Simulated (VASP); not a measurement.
# BN (F-43m) in VASP: notebook

The runs below take BN through single point, relaxation of cell and atoms, with r2SCAN.

Everything below comes from runs of VASP 6.6.1. Logs are shortened: lines on timing, memory, paths and dates and some standing lists are left out, and cuts for length are marked.

**1. The cell of the first run**

Symmetry: F-43m, No. 216, cubic system. Conventional cell: a = 3.610 Å, b = 3.610 Å, c = 3.610 Å, α = 90.00°, β = 90.00°, γ = 90.00°. Within 2.1 Å of B (site symmetry -43m) lie 4 N at 1.56 Å. Within 2.1 Å of N (site symmetry -43m) lie 4 B at 1.56 Å.

**2. Single point, r2SCAN**

Input file POSCAR:

```
BN
1.0
    3.6096275109      0.0000000000      0.0000000000
    0.0000000000     -3.6096275109      0.0000000000
    0.0000000000      0.0000000000     -3.6096275109
B N
4 4
Direct
    0.0000000000      0.0000000000      0.0000000000
    0.5000000000      0.5000000000      0.0000000000
    0.5000000000      0.0000000000      0.5000000000
    0.0000000000      0.5000000000      0.5000000000
    0.7500000000      0.7500000000      0.7500000000
    0.2500000000      0.2500000000      0.7500000000
    0.2500000000      0.7500000000      0.2500000000
    0.7500000000      0.2500000000      0.2500000000
```

Input file INCAR.step1:

```
ALGO = Normal
EDIFF = 1E-4
ENCUT = 520
GGA = PE
ISMEAR = 0
LASPH = True
LCHARG = False
LREAL = False
LWAVE = True
NBANDS = 26
NELM = 60
PREC = Accurate
SIGMA = 0.05
```

Input file INCAR.step2:

```
ALGO = Normal
EDIFF = 1E-7
ENCUT = 520
ISIF = 2
ISMEAR = 0
ISTART = 1
LASPH = True
LCHARG = False
LMIXTAU = True
LREAL = False
LWAVE = False
METAGGA = R2SCAN
NBANDS = 26
NELM = 60
PREC = Accurate
SIGMA = 0.05
```

Input file KPOINTS:

```
k-points
0
Gamma
  6 6 6
```

Potentials or basis: VASP PAW PBE potentials, release 64 (B, N).

The run is started by

```bash
$ cat potpaw_PBE.64/B/POTCAR potpaw_PBE.64/N/POTCAR > POTCAR
$ cp INCAR.step1 INCAR
$ mpirun -np 1 vasp_std > vasp.out
$ cp INCAR.step2 INCAR
$ mpirun -np 1 vasp_std > vasp.out
```

OUTCAR:

```text
EDIFF = 1E-7
   ENCUT = 520
   ISIF = 2
   ISMEAR = 0
   ISTART = 1
   LASPH = True
   LREAL = False
   METAGGA = R2SCAN
   NELM = 60
   PREC = Accurate

 ion  position               nearest neighbor table
   1  0.000  0.000  0.000-   5 1.56   6 1.56   7 1.56   8 1.56
   2  0.500  0.500  0.000-   5 1.56   6 1.56   7 1.56   8 1.56
   3  0.500  0.000  0.500-   5 1.56   6 1.56   7 1.56   8 1.56
   4  0.000  0.500  0.500-   5 1.56   6 1.56   7 1.56   8 1.56
   5  0.750  0.750  0.750-   1 1.56   2 1.56   3 1.56   4 1.56
   6  0.250  0.250  0.750-   1 1.56   2 1.56   3 1.56   4 1.56
   7  0.250  0.750  0.250-   1 1.56   2 1.56   3 1.56   4 1.56
   8  0.750  0.250  0.250-   1 1.56   2 1.56   3 1.56   4 1.56

  LATTYP: Found a simple cubic cell.
 ALAT       =     3.6096275109

  Lattice vectors:

 A1 = (   3.6096275109,   0.0000000000,   0.0000000000)
 A2 = (   0.0000000000,  -3.6096275109,   0.0000000000)
 A3 = (   0.0000000000,   0.0000000000,  -3.6096275109)

Analysis of symmetry for initial positions (statically):
=====================================================================
 Subroutine PRICEL returns following result:

  LATTYP: Found a face centered cubic cell.
 ALAT       =     3.6096275109

  Lattice vectors:

 A1 = (   1.8048137554,   1.8048137554,   0.0000000000)
 A2 = (   1.8048137554,   0.0000000000,  -1.8048137554)
 A3 = (   0.0000000000,   1.8048137554,  -1.8048137554)

   4 primitive cells build up your supercell.

 Routine SETGRP: Setting up the symmetry group for a
 simple cubic supercell.

 Subroutine GETGRP returns: Found 24 space group operations
 (whereof 24 operations were pure point group operations)
 out of a pool of 48 trial point group operations.

The static configuration has the point symmetry T_d .

Analysis of symmetry for dynamics (positions and initial velocities):
=====================================================================
 Subroutine PRICEL returns following result:

  LATTYP: Found a face centered cubic cell.
 ALAT       =     3.6096275109

  Lattice vectors:

 A1 = (   1.8048137554,   1.8048137554,   0.0000000000)
 A2 = (   1.8048137554,   0.0000000000,  -1.8048137554)
 A3 = (   0.0000000000,   1.8048137554,  -1.8048137554)

   4 primitive cells build up your supercell.

 Routine SETGRP: Setting up the symmetry group for a
 simple cubic supercell.

 Subroutine GETGRP returns: Found 24 space group operations
 (whereof 24 operations were pure point group operations)
 out of a pool of 48 trial point group operations.

The dynamic configuration has the point symmetry T_d .

 Subroutine INISYM returns: Found 24 space group operations
 (whereof 24 operations are pure point group operations),
 and found     4 'primitive' translations

----------------------------------------------------------------------------------------

                                     Primitive cell

  volume of cell :      11.7578

  direct lattice vectors                    reciprocal lattice vectors
     1.804813755  1.804813755  0.000000000     0.277036896  0.277036896  0.277036896
     1.804813755  0.000000000 -1.804813755     0.277036896 -0.277036896 -0.277036896
     0.000000000  1.804813755 -1.804813755    -0.277036896  0.277036896 -0.277036896

  length of vectors
     2.552392091  2.552392091  2.552392091     0.479841979  0.479841979  0.479841979

  position of ions in fractional coordinates (direct lattice)
     0.000000000  0.000000000  0.000000000
     0.250000000  0.250000000  0.250000000

  ion indices of the primitive-cell ions
   primitive index   ion index
                 1           1
                 2           5

----------------------------------------------------------------------------------------

 KPOINTS: k-points

Automatic generation of k-mesh.
 Grid dimensions read from file:
 generate k-points for:    6    6    6

 Generating k-lattice:

  Cartesian coordinates                     Fractional coordinates (reciprocal lattice)
     0.046172816  0.000000000  0.000000000     0.166666667  0.000000000  0.000000000
     0.000000000 -0.046172816  0.000000000     0.000000000  0.166666667  0.000000000
     0.000000000  0.000000000 -0.046172816     0.000000000  0.000000000  0.166666667

  Length of vectors
     0.046172816  0.046172816  0.046172816

  Shift w.r.t. Gamma in fractional coordinates (k-lattice)
     0.000000000  0.000000000  0.000000000

 Subroutine IBZKPT returns following result:
 ===========================================

 Found     20 irreducible k-points:

 Following reciprocal coordinates:
            Coordinates               Weight
  0.000000  0.000000  0.000000      1.000000
  0.166667  0.000000  0.000000      6.000000
  0.333333  0.000000  0.000000      6.000000
  0.500000  0.000000  0.000000      3.000000
  0.166667  0.166667  0.000000     12.000000
  0.333333  0.166667  0.000000     24.000000
[... 12 lines left out ...]
  0.500000  0.500000  0.333333      6.000000
  0.500000  0.500000  0.500000      1.000000
   k-points           NKPTS =     20   k-points in BZ     NKDIM =     20   number of bands    NBANDS=     26
   number of dos      NEDOS =    301   number of ions     NIONS =      8
   total plane-waves  NPLWV =  21952
   dimension x,y,z NGX =    28 NGY =   28 NGZ =   28
   dimension x,y,z NGXF=    56 NGYF=   56 NGZF=   56
   ions per type =               4   4
   NGX,Y,Z   is equivalent  to a cutoff of  12.90, 12.90, 12.90 a.u.
   NGXF,Y,Z  is equivalent  to a cutoff of  25.79, 25.79, 25.79 a.u.
 SYSTEM =  unknown system
   PREC   = accura    normal or accurate (medium, high low for compatibility)
   ISTART =      1    job   : 0-new  1-cont  2-samecut
   ICHARG =      0    charge: 1-file 2-atom 10-const
   ISPIN  =      1    spin polarized calculation?
   LNONCOLLINEAR =      F non collinear calculations
   LSORBIT =      F    spin-orbit coupling
   LASPH  =      T    aspherical Exc in radial PAW
   ENCUT  =  520.0 eV  38.22 Ry    6.18 a.u.   6.71  6.71  6.71*2*pi/ulx,y,z
   NELM   =     60;   NELMIN=  2; NELMDL=  0     # of ELM steps
   EDIFF  = 0.1E-06   stopping-criterion for ELM
   LREAL  =      F    real-space projection
   EDIFFG = 0.1E-05   stopping-criterion for IOM
   NSW    =      0    number of steps for IOM
   IBRION =     -1    ionic relax: 0-MD 1-quasi-New 2-CG
   NFREE  =      0    steps in history (QN), initial steepest desc. (CG)
   ISIF   =      2    stress and relaxation
   ISYM   =      2    0-nonsym 1-usesym 2-fastsym
   POTIM  = 0.5000    time-step for ionic-motion
   TEBEG  =    0.0;   TEEND  =   0.0 temperature during run
   PSTRESS=    0.0 pullay stress
   NELECT =      32.0000    total number of electrons
   NUPDOWN=      -1.0000    fix difference up-down
   EMIN   =  10.00;   EMAX   =-10.00  energy-range for DOS
   EFERMI =   0.00;   METHOD = LEGACY
   ISMEAR =     0;   SIGMA  =   0.05  broadening in eV -4-tet -1-fermi 0-gaus
   EFERMI_NEDOS =   21; number of points for ismear=-14 and -15
   IALGO  =     38    algorithm
   IMIX   =      4    mixing-type and parameters
     AMIX     =   0.40;   BMIX     =  1.00
     AMIX_MAG =   1.60;   BMIX_MAG =  1.00
  volume/ion in A,a.u.               =       5.88        39.67
  Fermi-wavevector in a.u.,A,eV,Ry     =   1.439889  2.720996 28.208703  2.073281
  Thomas-Fermi vector in A             =   2.558695
   LORBIT       =      0    0 simple, 1 ext, 2 COOP (PROOUT), +10 PAW based schemes
   METAGGA = R2SCAN    functional components
   LHFCALC =     F    Hartree Fock is set to
   AEXX    =    0.0000 exact exchange contribution
   IVDW    =     0    specifies the selected vdW correction
   LEPSILON=     F    determine dielectric tensor
   LRPA    =     F    only Hartree local field effects (RPA)
 non-spin polarized calculation
 Gauss-broadening in eV      SIGMA  =   0.05
  energy-cutoff  :      520.00
  volume of cell :       47.03
 maximum number of plane-waves:      1328
 NGX is ok and might be reduce to    28

 number of electron      31.9999998 magnetization

 Free energy of the ion-electron system (eV)
  ---------------------------------------------------
  ext. energy  EPLUGINS =         0.00000000
  ---------------------------------------------------
  free energy    TOTEN  =       -76.68626803 eV

  energy without entropy =      -76.68626803  energy(sigma->0) =      -76.68626803

 E-fermi :   7.5247     XC(G=0): -13.6700

 val. band max:        7.2974312135   @ k =   0.0000   0.0000   0.0000
 cond. band min:      12.2790136912   @ k =   0.0000   0.0000   0.0000
 fundamental gap:      4.9815824778
 Fermi energy:         7.5246551768

 k-point     1 :       0.0000    0.0000    0.0000
  band No.  band energies     occupation
      1     -14.0456      2.00000
      2      -8.3024      2.00000
      3      -8.3024      2.00000
      4      -8.3024      2.00000
      5      -2.0516      2.00000
      6      -2.0516      2.00000
[... 18 lines left out ...]
     25      17.1386      0.00000
     26      18.4364      0.00000

 k-point     2 :       0.1667    0.0000    0.0000
  band No.  band energies     occupation
      1     -13.8115      2.00000
      2      -9.0764      2.00000
      3      -8.2323      2.00000
      4      -8.2323      2.00000
      5      -1.8550      2.00000
      6      -1.8550      2.00000
[... 18 lines left out ...]
     25      17.9608      0.00000
     26      19.0861      0.00000

 k-point     3 :       0.3333    0.0000    0.0000
  band No.  band energies     occupation
      1     -13.1197      2.00000
      2     -10.5727      2.00000
      3      -8.0844      2.00000
      4      -8.0844      2.00000
      5      -1.2952      2.00000
      6      -1.2952      2.00000
[... 456 lines left out ...]
 k-point    19 :       0.5000    0.5000    0.3333
  band No.  band energies     occupation
      1      -9.8826      2.00000
      2      -9.8826      2.00000
      3      -9.8826      2.00000
      4      -9.8826      2.00000
      5      -3.2684      2.00000
      6      -3.2684      2.00000
[... 18 lines left out ...]
     25      19.1345      0.00000
     26      19.1345      0.00000

 k-point    20 :       0.5000    0.5000    0.5000
  band No.  band energies     occupation
      1      -9.7285      2.00000
      2      -9.7285      2.00000
      3      -9.7285      2.00000
      4      -9.7285      2.00000
      5      -3.8278      2.00000
      6      -3.8278      2.00000
[... 18 lines left out ...]
     25      18.7909      0.00000
     26      18.7909      0.00000

------------------------ aborting loop because EDIFF is reached ----------------------------------------

  FORCE on cell =-STRESS in cart. coord.  units (eV):
  Direction    XX          YY          ZZ          XY          YZ          ZX
  --------------------------------------------------------------------------------------
  -------------------------------------------------------------------------------------
  Total        0.3363593      0.3363593      0.3363593      0.0000000     -0.0000000     -0.0000000
  in kB       11.4584764     11.4584764     11.4584764      0.0000000     -0.0000000     -0.0000000
  external PRESSURE =      11.4584764 kB  Pullay stress =       0.0000000 kB

 VOLUME and BASIS-vectors are now :
 -----------------------------------------------------------------------------
  energy-cutoff  :      520.00
  volume of cell :       47.03
      direct lattice vectors                 reciprocal lattice vectors
     3.609627511  0.000000000  0.000000000     0.277036896  0.000000000  0.000000000
     0.000000000 -3.609627511  0.000000000     0.000000000 -0.277036896  0.000000000
     0.000000000  0.000000000 -3.609627511     0.000000000  0.000000000 -0.277036896

 POSITION                                       TOTAL-FORCE (eV/Angst)
 -----------------------------------------------------------------------------------
      0.00000      0.00000      0.00000        -0.000000     -0.000000     -0.000000
      1.80481     -1.80481      0.00000        -0.000000     -0.000000     -0.000000
      1.80481      0.00000     -1.80481        -0.000000     -0.000000     -0.000000
      0.00000     -1.80481     -1.80481        -0.000000     -0.000000     -0.000000
      2.70722     -2.70722     -2.70722         0.000000      0.000000      0.000000
      0.90241     -0.90241     -2.70722        -0.000000     -0.000000      0.000000
      0.90241     -2.70722     -0.90241         0.000000     -0.000000     -0.000000
      2.70722     -0.90241     -0.90241        -0.000000      0.000000      0.000000
 -----------------------------------------------------------------------------------
    total drift:                                0.000000     -0.000000     -0.000000

  FREE ENERGIE OF THE ION-ELECTRON SYSTEM (eV)
  ---------------------------------------------------
  free  energy   TOTEN  =       -76.6862680277 eV

  energy  without entropy=      -76.6862680277  energy(sigma->0) =      -76.68626803
```

Run time: 54 s. Hardware: 1 thread of Intel Xeon 6975P-C (Granite Rapids), shared host; peak memory 0.16 GiB.

Results:

```
Free energy            : -76.6863 eV
Pressure               : 1.1 GPa
Band gap on the k mesh : 4.98 eV
```

Caveat: the PAW data sets were made with another functional, which shifts forces and pressure a little. A k mesh can miss the band edges.

**3. Relaxation of cell and atoms, r2SCAN**

This run uses another cell than the first one: it holds 2 atoms, not 8.

Input file POSCAR:

```
BN
1.0
    0.0000000000      1.8130010000      1.8130010000
    1.8130010000      0.0000000000      1.8130010000
    1.8130010000      1.8130010000      0.0000000000
B N
1 1
Direct
    0.0000000000      0.0000000000      0.0000000000
    0.7500000000      0.7500000000      0.7500000000
```

Input file INCAR.step1:

```
SYSTEM = BN
PREC     = Accurate       ! precision mode
ENCUT    = 600            ! plane-wave cutoff, eV
ISMEAR   = 0              ! smearing method
SIGMA    = 0.02           ! smearing width, eV
LREAL    = .FALSE.        ! projectors in reciprocal space
LASPH    = .TRUE.         ! aspherical terms in the spheres
NELM     = 100            ! most SCF steps
GGA      = PE             ! functional
ALGO     = Normal         ! electronic algorithm
EDIFF    = 1E-4           ! SCF threshold, eV
LWAVE    = .TRUE.         ! write WAVECAR
LCHARG   = .FALSE.        ! write CHGCAR
```

Input file INCAR.step2:

```
SYSTEM = BN
PREC     = Accurate       ! precision mode
ENCUT    = 600            ! plane-wave cutoff, eV
EDIFF    = 1E-6           ! SCF threshold, eV
ISMEAR   = 0              ! smearing method
SIGMA    = 0.02           ! smearing width, eV
LREAL    = .FALSE.        ! projectors in reciprocal space
LASPH    = .TRUE.         ! aspherical terms in the spheres
NELM     = 100            ! most SCF steps
ALGO     = Normal         ! electronic algorithm
ISIF     = 3              ! what is computed and relaxed
LWAVE    = .FALSE.        ! write WAVECAR
LCHARG   = .FALSE.        ! write CHGCAR
METAGGA  = R2SCAN         ! meta-GGA
LMIXTAU  = .TRUE.       
IBRION   = 2              ! ionic algorithm
NSW      = 100            ! ionic steps
EDIFFG   = -0.005         ! ionic threshold
ISTART   = 1
```

Input file KPOINTS:

```
Automatic mesh
0
G
  12 12 12
  0 0 0
```

Potentials or basis: VASP PAW PBE potentials, release 64 (B, N).

The run is started by

```bash
$ cat potpaw_PBE.64/B/POTCAR potpaw_PBE.64/N/POTCAR > POTCAR
$ cp INCAR.step1 INCAR
$ mpirun -np 1 vasp_std > vasp.out
$ cp INCAR.step2 INCAR
$ mpirun -np 1 vasp_std > vasp.out
```

Wall time 34 s (1 thread of Intel Xeon 6975P-C (Granite Rapids), shared host); peak memory 0.12 GiB.

Results (log left out):

```
Free energy                            : -19.1749 eV
Relaxed volume                         : 5.90 Å³/atom
Relaxed cell                           : a = 2.555 Å, b = 2.555 Å, c = 2.555 Å, α = 60.00°, β = 60.00°, γ = 60.00°
Space group after relaxing (to 0.05 Å) : F-43m (No. 216)
Energy gained by relaxing              : 0.8 meV/atom
Ionic steps                            : 3
Pressure after relaxing                : 0.0 GPa
Band gap on the k mesh                 : 4.98 eV, indirect (least direct gap 9.53 eV)
```

Step by step:
| step | energy change (eV) | largest force (eV/Å) | pressure (GPa) | volume (Å³) |
| --- | --- | --- | --- | --- |
| 1 | 0.0000 | 0.0000 | -4.02 | 11.92 |
| 2 | 0.0002 | 0.0000 | 4.48 | 11.66 |
| 3 | -0.0016 | 0.0000 | 0.01 | 11.79 |

Final structure:
```cif
data_structure
_symmetry_space_group_name_H-M 'P 1'
_symmetry_Int_Tables_number 1
_cell_length_a 2.5550
_cell_length_b 2.5550
_cell_length_c 2.5550
_cell_angle_alpha 60.000
_cell_angle_beta 60.000
_cell_angle_gamma 60.000
_cell_volume 11.79
loop_
_atom_site_label
_atom_site_type_symbol
_atom_site_fract_x
_atom_site_fract_y
_atom_site_fract_z
_atom_site_occupancy
B1 B 0.00000 0.00000 0.00000 1
N1 N 0.75000 0.75000 0.75000 1
```

Levels at points of the mesh, in eV from the valence-band top:
| k point | band 1 | band 2 | band 3 | band 4 | band 5 | band 6 | band 7 | band 8 |
| --- | --- | --- | --- | --- | --- | --- | --- | --- |
| (0.00, 0.00, 0.00) | -21.31 | 0.00 | 0.00 | 0.00 | 9.53 | 9.53 | 9.53 | 11.09 |
| (0.50, 0.00, 0.00) | -17.01 | -11.10 | -2.02 | -2.02 | 10.81 | 11.48 | 11.48 | 16.42 |
| (0.50, 0.50, 0.00) | -15.58 | -9.33 | -5.10 | -5.10 | 4.98 | 9.82 | 19.28 | 19.28 |

Caveat: the PAW data sets were made with another functional, which shifts forces and pressure a little.

[end of part 1 of 2]
